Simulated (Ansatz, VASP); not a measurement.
# Cu3Te in VASP and in Ansatz

```
Cu Te
1.0
     3.89332    0.00000    0.00000
     0.00000    3.89332    0.00000
     0.00000    0.00000    3.89332
Cu Te
3 1
Direct
  0.00000 0.50000 0.50000
  0.50000 0.00000 0.50000
  0.50000 0.50000 0.00000
  0.00000 0.00000 0.00000
```

Alike in both runs: task single point; functional PBE; k mesh 6 × 6 × 6; occupations fermi-dirac, width 0.2 eV; no spin polarisation.

|  | VASP | Ansatz |
| --- | --- | --- |
| version | VASP 6.6.1 | Ansatz 0.2.0 |
| potentials or method | VASP PAW PBE potentials, release 64 (Cu, Te) | plane waves, norm-conserving potentials |
| plane-wave cutoff (eV) | 520 | 1252 |
| valence electrons in the cell | 39 | 73 |

|  | VASP | Ansatz | Ansatz less VASP |
| --- | --- | --- | --- |
| pressure (GPa) | 5.7 | 5.5 | -0.18 |

With one functional, cell and mesh, what is left measures potentials, basis and numerics. VASP's potentials hold 39 valence electrons a cell and Ansatz's 73, so a difference there can come from the potentials and not from the codes.

Neither program's run includes spin-orbit coupling.
